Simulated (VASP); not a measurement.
# SnO2 in VASP: notebook

The runs below take SnO2 through single point, with LDA.

Everything below comes from runs of VASP 6.6.1. Logs are shortened: lines on timing, memory, paths and dates and some standing lists are left out, and cuts for length are marked.

### Step 1. The cell of the first run

The typed cell holds 6 atoms: a = 4.910 Å, b = 4.913 Å, c = 3.112 Å, α = 90.00°, β = 90.00°, γ = 90.00°.

### Step 2. Single point, LDA (biaxial strain in the a-b plane: +4.0 %, then relaxed in part)

INCAR reads:

```
SYSTEM = SnO2
ALGO = Normal
EDIFF = 1E-7
ENCUT = 520
GGA = CA
ISIF = 2
ISMEAR = 0
LASPH = .True.
LCHARG = .False.
LREAL = .False.
LWAVE = .False.
NBANDS = 35
NELM = 60
PREC = Accurate
SIGMA = 0.02
```

KPOINTS reads:

```
k-points
0
Gamma
  6 6 8
  0 0 0
```

POSCAR reads:

```
SnO2
1.0
    4.9101223375      0.0000000000      0.0000000000
    0.0000000000      4.9132163418      0.0000000000
    0.0000000000      0.0000000000      3.1121976724
Sn O
2 4
Direct
    0.5000000000      0.5000000000      0.5000000000
    0.0000000000      0.0000000000      0.0000000000
    0.3068076030      0.3070000376      0.0000000000
    0.8068076030      0.1929999624      0.5000000000
    0.1931923970      0.8070000376      0.5000000000
    0.6931923970      0.6929999624      0.0000000000
```

Potentials or basis: VASP PAW LDA potentials, release 64 (Sn_d, O).

On the command line:

```bash
$ cat potpaw_LDA.64/Sn_d/POTCAR potpaw_LDA.64/O/POTCAR > POTCAR
$ mpirun -np 1 vasp_std > vasp.out
```

OUTCAR:

```text
SYSTEM = SnO2
   EDIFF = 1E-7
   ENCUT = 520
   GGA = CA
   ISIF = 2
   ISMEAR = 0
   LASPH = .True.
   LREAL = .False.
   NELM = 60
   PREC = Accurate

 ion  position               nearest neighbor table
   1  0.500  0.500  0.500-   3 2.05   6 2.05   3 2.05   6 2.05   5 2.13   4 2.13
   2  0.000  0.000  0.000-   4 2.05   5 2.05   4 2.05   5 2.05   3 2.13   6 2.13
   3  0.307  0.307  0.000-   1 2.05   1 2.05   2 2.13
   4  0.807  0.193  0.500-   2 2.05   2 2.05   1 2.13
   5  0.193  0.807  0.500-   2 2.05   2 2.05   1 2.13
   6  0.693  0.693  0.000-   1 2.05   1 2.05   2 2.13

  LATTYP: Found a simple orthorhombic cell.
 ALAT       =     3.1121976724
 B/A-ratio  =     1.5777025929
 C/A-ratio  =     1.5786967471

  Lattice vectors:

 A1 = (   0.0000000000,   0.0000000000,   3.1121976724)
 A2 = (   4.9101223375,   0.0000000000,   0.0000000000)
 A3 = (   0.0000000000,   4.9132163418,   0.0000000000)

Analysis of symmetry for initial positions (statically):
=====================================================================
 Subroutine PRICEL returns:
 Original cell was already a primitive cell.

 Routine SETGRP: Setting up the symmetry group for a
 simple orthorhombic supercell.

 Subroutine GETGRP returns: Found  8 space group operations
 (whereof  4 operations were pure point group operations)
 out of a pool of  8 trial point group operations.

The static configuration has the point symmetry C_2h.
 The point group associated with its full space group is D_2h.

Analysis of symmetry for dynamics (positions and initial velocities):
=====================================================================
 Subroutine PRICEL returns:
 Original cell was already a primitive cell.

 Routine SETGRP: Setting up the symmetry group for a
 simple orthorhombic supercell.

 Subroutine GETGRP returns: Found  8 space group operations
 (whereof  4 operations were pure point group operations)
 out of a pool of  8 trial point group operations.

The dynamic configuration has the point symmetry C_2h.
 The point group associated with its full space group is D_2h.

 Subroutine INISYM returns: Found  8 space group operations
 (whereof  4 operations are pure point group operations),
 and found     1 'primitive' translations

----------------------------------------------------------------------------------------

                                     Primitive cell

  volume of cell :      75.0802

  direct lattice vectors                    reciprocal lattice vectors
     4.910122337  0.000000000  0.000000000     0.203660913  0.000000000  0.000000000
     0.000000000  4.913216342  0.000000000     0.000000000  0.203532662  0.000000000
     0.000000000  0.000000000  3.112197672     0.000000000  0.000000000  0.321316351

  length of vectors
     4.910122337  4.913216342  3.112197672     0.203660913  0.203532662  0.321316351

  position of ions in fractional coordinates (direct lattice)
     0.500000000  0.500000000  0.500000000
     0.000000000  0.000000000  0.000000000
     0.306807603  0.307000038  0.000000000
     0.806807603  0.192999962  0.500000000
     0.193192397  0.807000038  0.500000000
     0.693192397  0.692999962  0.000000000

  ion indices of the primitive-cell ions
   primitive index   ion index
                 1           1
                 2           2
                 3           3
                 4           4
                 5           5
                 6           6

----------------------------------------------------------------------------------------

 KPOINTS: k-points

Automatic generation of k-mesh.
 Grid dimensions read from file:
 generate k-points for:    6    6    8

 Generating k-lattice:

  Cartesian coordinates                     Fractional coordinates (reciprocal lattice)
     0.033943486  0.000000000  0.000000000     0.166666667  0.000000000  0.000000000
     0.000000000  0.033922110  0.000000000     0.000000000  0.166666667  0.000000000
     0.000000000  0.000000000  0.040164544     0.000000000  0.000000000  0.125000000

  Length of vectors
     0.033943486  0.033922110  0.040164544

  Shift w.r.t. Gamma in fractional coordinates (k-lattice)
     0.000000000  0.000000000  0.000000000

 Subroutine IBZKPT returns following result:
 ===========================================

 Found     80 irreducible k-points:

 Following reciprocal coordinates:
            Coordinates               Weight
  0.000000  0.000000  0.000000      1.000000
  0.166667  0.000000  0.000000      2.000000
  0.333333  0.000000  0.000000      2.000000
  0.500000  0.000000  0.000000      1.000000
  0.000000  0.166667  0.000000      2.000000
  0.166667  0.166667  0.000000      4.000000
[... 16 lines left out ...]
  0.333333  0.166667  0.125000      8.000000
  0.500000  0.166667  0.125000      4.000000
 [... further k-points ...]
   k-points           NKPTS =     80   k-points in BZ     NKDIM =     80   number of bands    NBANDS=     35
   number of dos      NEDOS =    301   number of ions     NIONS =      6
   total plane-waves  NPLWV =  38400
   dimension x,y,z NGX =    40 NGY =   40 NGZ =   24
   dimension x,y,z NGXF=    80 NGYF=   80 NGZF=   48
   ions per type =               2   4
   NGX,Y,Z   is equivalent  to a cutoff of  13.54, 13.53, 12.82 a.u.
   NGXF,Y,Z  is equivalent  to a cutoff of  27.09, 27.07, 25.64 a.u.
 SYSTEM =  SnO2
   PREC   = accura    normal or accurate (medium, high low for compatibility)
   ISTART =      0    job   : 0-new  1-cont  2-samecut
   ICHARG =      2    charge: 1-file 2-atom 10-const
   ISPIN  =      1    spin polarized calculation?
   LNONCOLLINEAR =      F non collinear calculations
   LSORBIT =      F    spin-orbit coupling
   LASPH  =      T    aspherical Exc in radial PAW
   ENCUT  =  520.0 eV  38.22 Ry    6.18 a.u.   9.13  9.14  5.79*2*pi/ulx,y,z
   NELM   =     60;   NELMIN=  2; NELMDL= -5     # of ELM steps
   EDIFF  = 0.1E-06   stopping-criterion for ELM
   LREAL  =      F    real-space projection
   EDIFFG = 0.1E-05   stopping-criterion for IOM
   NSW    =      0    number of steps for IOM
   IBRION =     -1    ionic relax: 0-MD 1-quasi-New 2-CG
   NFREE  =      0    steps in history (QN), initial steepest desc. (CG)
   ISIF   =      2    stress and relaxation
   ISYM   =      2    0-nonsym 1-usesym 2-fastsym
   POTIM  = 0.5000    time-step for ionic-motion
   TEBEG  =    0.0;   TEEND  =   0.0 temperature during run
   PSTRESS=    0.0 pullay stress
   NELECT =      52.0000    total number of electrons
   NUPDOWN=      -1.0000    fix difference up-down
   EMIN   =  10.00;   EMAX   =-10.00  energy-range for DOS
   EFERMI =   0.00;   METHOD = LEGACY
   ISMEAR =     0;   SIGMA  =   0.02  broadening in eV -4-tet -1-fermi 0-gaus
   EFERMI_NEDOS =   21; number of points for ismear=-14 and -15
   IALGO  =     38    algorithm
   IMIX   =      4    mixing-type and parameters
     AMIX     =   0.40;   BMIX     =  1.00
     AMIX_MAG =   1.60;   BMIX_MAG =  1.00
  volume/ion in A,a.u.               =      12.51        84.44
  Fermi-wavevector in a.u.,A,eV,Ry     =   1.448441  2.737157 28.544770  2.097981
  Thomas-Fermi vector in A             =   2.566282
   LORBIT       =      0    0 simple, 1 ext, 2 COOP (PROOUT), +10 PAW based schemes
   GGA     = CA    functional components
   LHFCALC =     F    Hartree Fock is set to
   AEXX    =    0.0000 exact exchange contribution
   IVDW    =     0    specifies the selected vdW correction
   LEPSILON=     F    determine dielectric tensor
   LRPA    =     F    only Hartree local field effects (RPA)
 non-spin polarized calculation
 Gauss-broadening in eV      SIGMA  =   0.02
  energy-cutoff  :      520.00
  volume of cell :       75.08
 maximum number of plane-waves:      2037
 NGX is ok and might be reduce to    40
   NGX = 19   NGY = 19   NGZ = 11

 number of electron      52.0000001 magnetization

 Free energy of the ion-electron system (eV)
  ---------------------------------------------------
  ext. energy  EPLUGINS =         0.00000000
  ---------------------------------------------------
  free energy    TOTEN  =       -42.09240537 eV

  energy without entropy =      -42.09240537  energy(sigma->0) =      -42.09240537

 E-fermi :   5.4621     XC(G=0): -11.5236

 val. band max:        5.2689094058   @ k =   0.0000   0.0000   0.0000
 cond. band min:       6.1193088548   @ k =   0.0000   0.0000   0.0000
 fundamental gap:      0.8503994490
 Fermi energy:         5.4620731703

 k-point     1 :       0.0000    0.0000    0.0000
  band No.  band energies     occupation
      1     -15.7109      2.00000
      2     -15.1483      2.00000
      3     -14.7930      2.00000
      4     -14.7670      2.00000
      5     -14.7670      2.00000
      6     -14.6510      2.00000
[... 27 lines left out ...]
     34      16.1797      0.00000
     35      17.1200      0.00000

 k-point     2 :       0.1667    0.0000    0.0000
  band No.  band energies     occupation
      1     -15.6773      2.00000
      2     -15.1846      2.00000
      3     -14.7901      2.00000
      4     -14.7657      2.00000
      5     -14.7657      2.00000
      6     -14.6682      2.00000
[... 27 lines left out ...]
     34      16.2560      0.00000
     35      17.1103      0.00000

 k-point     3 :       0.3333    0.0000    0.0000
  band No.  band energies     occupation
      1     -15.5816      2.00000
      2     -15.2918      2.00000
      3     -14.7804      2.00000
      4     -14.7632      2.00000
      5     -14.7631      2.00000
      6     -14.7222      2.00000
[... 27 lines left out ...]
     34      16.7699      0.00000
     35      17.0886      0.00000

 k-point     4 :       0.5000    0.0000    0.0000
  band No.  band energies     occupation
      1     -15.4410      2.00000
      2     -15.4410      2.00000
      3     -14.7618      2.00000
      4     -14.7618      2.00000
      5     -14.7602      2.00000
      6     -14.7602      2.00000
[... 27 lines left out ...]
     34      16.9914      0.00000
     35      17.7037      0.00000

 k-point     5 :       0.0000    0.1667    0.0000
  band No.  band energies     occupation
      1     -15.6773      2.00000
      2     -15.1845      2.00000
      3     -14.7901      2.00000
      4     -14.7657      2.00000
      5     -14.7657      2.00000
      6     -14.6681      2.00000
[... 638 lines left out ...]
 k-point    22 :       0.1667    0.1667    0.1250
  band No.  band energies     occupation
      1     -15.5729      2.00000
      2     -15.1463      2.00000
      3     -14.9225      2.00000
      4     -14.9173      2.00000
      5     -14.7534      2.00000
      6     -14.6672      2.00000
[... 27 lines left out ...]
     34      16.6421      0.00000
     35      17.0687      0.00000

 k-point    23 :       0.3333    0.1667    0.1250
  band No.  band energies     occupation
      1     -15.4991      2.00000
      2     -15.2555      2.00000
      3     -14.9223      2.00000
      4     -14.9179      2.00000
      5     -14.7419      2.00000
      6     -14.6926      2.00000
[... 27 lines left out ...]
     34      16.8871      0.00000
     35      17.0788      0.00000

 k-point    24 :       0.5000    0.1667    0.1250
  band No.  band energies     occupation
      1     -15.3859      2.00000
      2     -15.3859      2.00000
      3     -14.9203      2.00000
      4     -14.9203      2.00000
      5     -14.7204      2.00000
      6     -14.7204      2.00000
[... 27 lines left out ...]
     34      16.9330      0.00000
     35      17.3141      0.00000

 [... further k-points ...]
[... 5 lines left out ...]
  --------------------------------------------------------------------------------------
  -------------------------------------------------------------------------------------
  Total       -4.7187195     -4.7414849      0.6217056      0.0000000      0.0000000      0.0000000
  in kB     -100.6953400   -101.1811434     13.2669167      0.0000000      0.0000000      0.0000000
  external PRESSURE =     -62.8698556 kB  Pullay stress =       0.0000000 kB

 VOLUME and BASIS-vectors are now :
 -----------------------------------------------------------------------------
  energy-cutoff  :      520.00
  volume of cell :       75.08
      direct lattice vectors                 reciprocal lattice vectors
     4.910122337  0.000000000  0.000000000     0.203660913  0.000000000  0.000000000
     0.000000000  4.913216342  0.000000000     0.000000000  0.203532662  0.000000000
     0.000000000  0.000000000  3.112197672     0.000000000  0.000000000  0.321316351

 POSITION                                       TOTAL-FORCE (eV/Angst)
 -----------------------------------------------------------------------------------
      2.45506      2.45661      1.55610         0.000000      0.000000      0.000000
      0.00000      0.00000      0.00000         0.000000      0.000000      0.000000
      1.50646      1.50836      0.00000        -0.034391     -0.034663      0.000000
      3.96152      0.94825      1.55610        -0.034391      0.034663      0.000000
      0.94860      3.96497      1.55610         0.034391     -0.034663      0.000000
      3.40366      3.40486      0.00000         0.034391      0.034663     -0.000000
 -----------------------------------------------------------------------------------
    total drift:                               -0.000000      0.000000     -0.000000

  FREE ENERGIE OF THE ION-ELECTRON SYSTEM (eV)
  ---------------------------------------------------
  free  energy   TOTEN  =       -42.0924053696 eV

  energy  without entropy=      -42.0924053696  energy(sigma->0) =      -42.09240537
```

Run time: 90 s. Hardware: 1 thread of Intel Xeon Platinum 8488C (Sapphire Rapids), shared host; peak memory 0.27 GiB.

What came out:

```yaml
Free_energy: -42.0924 eV
Pressure: -6.3 GPa
Largest_force: 0.049 eV/Å
Band_gap_on_the_k_mesh: 0.85 eV
```

Forces in eV/Å, atoms in the order of the input:
```
Sn   0.000  0.000  0.000
Sn   0.000  0.000  0.000
O   -0.034 -0.035  0.000
O   -0.034  0.035  0.000
O    0.034 -0.035  0.000
O    0.034  0.035  0.000
```

Levels at points of the mesh, in eV from the valence-band top:
| k point | band 23 | band 24 | band 25 | band 26 | band 27 | band 28 | band 29 | band 30 |
| --- | --- | --- | --- | --- | --- | --- | --- | --- |
| (0.00, 0.00, 0.00) | -1.14 | -0.84 | -0.84 | 0.00 | 0.85 | 6.01 | 6.23 | 6.23 |
| (0.50, 0.00, 0.00) | -1.11 | -1.11 | -0.69 | -0.69 | 3.87 | 3.87 | 7.00 | 7.00 |
| (0.00, 0.50, 0.00) | -1.10 | -1.10 | -0.69 | -0.69 | 3.87 | 3.87 | 7.01 | 7.01 |
| (0.50, 0.50, 0.00) | -1.19 | -1.19 | -0.97 | -0.97 | 4.36 | 4.36 | 7.25 | 7.25 |
| (0.00, 0.00, 0.50) | -1.55 | -1.55 | -1.22 | -1.22 | 5.55 | 5.55 | 8.96 | 8.96 |
| (0.50, 0.00, 0.50) | -1.08 | -1.08 | -0.87 | -0.87 | 5.75 | 5.75 | 7.12 | 7.12 |
| (0.00, 0.50, 0.50) | -1.09 | -1.09 | -0.87 | -0.87 | 5.75 | 5.75 | 7.12 | 7.12 |
| (0.50, 0.50, 0.50) | -0.99 | -0.99 | -0.86 | -0.86 | 4.21 | 4.21 | 8.29 | 8.29 |

Caveat: the cell differs from its parent crystal (biaxial strain in the a-b plane: +4.0 %, then relaxed in part); the cell stands under tension; spin-orbit coupling is left out, which moves the levels of the heavy elements.

### Step 3. Single point, LDA (biaxial strain in the a-b plane: +4.0 %)

INCAR reads:

```
PREC     = Accurate       # precision mode
ENCUT    = 520            # plane-wave cutoff, eV
EDIFF    = 1E-7           # SCF threshold, eV
ISMEAR   = 0              # smearing method
SIGMA    = 0.02           # smearing width, eV
LREAL    = False          # projectors in reciprocal space
LASPH    = True           # aspherical terms in the spheres
NELM     = 60             # most SCF steps
ALGO     = Normal         # electronic algorithm
ISIF     = 2              # what is computed and relaxed
LWAVE    = False          # write WAVECAR
LCHARG   = True           # write CHGCAR
GGA      = CA             # functional
LELF     = True           # ELF
LVHAR    = True         
NBANDS   = 35             # bands
```

KPOINTS reads:

```
Automatic mesh
0
Gamma
  6 6 8
```

POSCAR reads:

```
SnO2
1.0
    4.9101223375      0.0000000000      0.0000000000
    0.0000000000      4.9132163418      0.0000000000
    0.0000000000      0.0000000000      3.1134589389
Sn O
2 4
Direct
    0.5000000000      0.5000000000      0.5000000000
    0.0000000000      0.0000000000      0.0000000000
    0.3058985187      0.3063661525      0.0000000000
    0.8058985187      0.1936338475      0.5000000000
    0.1941014813      0.8063661525      0.5000000000
    0.6941014813      0.6936338475      0.0000000000
```

Potentials or basis: VASP PAW LDA potentials, release 64 (Sn_d, O).

On the command line:

```bash
$ cat potpaw_LDA.64/Sn_d/POTCAR potpaw_LDA.64/O/POTCAR > POTCAR
$ mpirun -np 1 vasp_std > vasp.out
```

Run time: 98 s. Hardware: 1 thread of Intel Xeon Platinum 8488C (Sapphire Rapids), shared host; peak memory 0.28 GiB.

The run converged. Its results:

- Free energy: -42.0926 eV
- Pressure: -6.7 GPa
- Largest force: 0.056 eV/Å
- Band gap on the k mesh: 0.82 eV

Forces in eV/Å, atoms in the order of the input:
```
Sn   0.000  0.000  0.000
Sn   0.000  0.000  0.000
O    0.041  0.039  0.000
O    0.041 -0.039  0.000
O   -0.041  0.039  0.000
O   -0.041 -0.039  0.000
```

Stress tensor (GPa, compression positive):
```
-10.38   0.00   0.00
  0.00 -10.41   0.00
  0.00   0.00   0.80
```

Levels at points of the mesh, in eV from the valence-band top:
```csv
k point,band 23,band 24,band 25,band 26,band 27,band 28,band 29,band 30
"(0.00, 0.00, 0.00)",-1.14,-0.84,-0.84,0.00,0.82,6.02,6.21,6.21
"(0.50, 0.00, 0.00)",-1.11,-1.11,-0.69,-0.69,3.85,3.85,7.00,7.00
"(0.00, 0.50, 0.00)",-1.11,-1.11,-0.69,-0.69,3.85,3.85,7.01,7.01
"(0.50, 0.50, 0.00)",-1.20,-1.20,-0.98,-0.98,4.36,4.36,7.25,7.25
"(0.00, 0.00, 0.50)",-1.55,-1.55,-1.21,-1.21,5.51,5.51,8.93,8.93
"(0.50, 0.00, 0.50)",-1.09,-1.09,-0.87,-0.87,5.72,5.72,7.11,7.11
"(0.00, 0.50, 0.50)",-1.09,-1.09,-0.87,-0.87,5.72,5.72,7.10,7.10
"(0.50, 0.50, 0.50)",-0.99,-0.99,-0.87,-0.87,4.16,4.16,8.32,8.32
```

Caveat: the cell differs from its parent crystal (biaxial strain in the a-b plane: +4.0 %); the cell stands under tension; spin-orbit coupling is left out, which moves the levels of the heavy elements.

(Continued in part 2 of 2.)
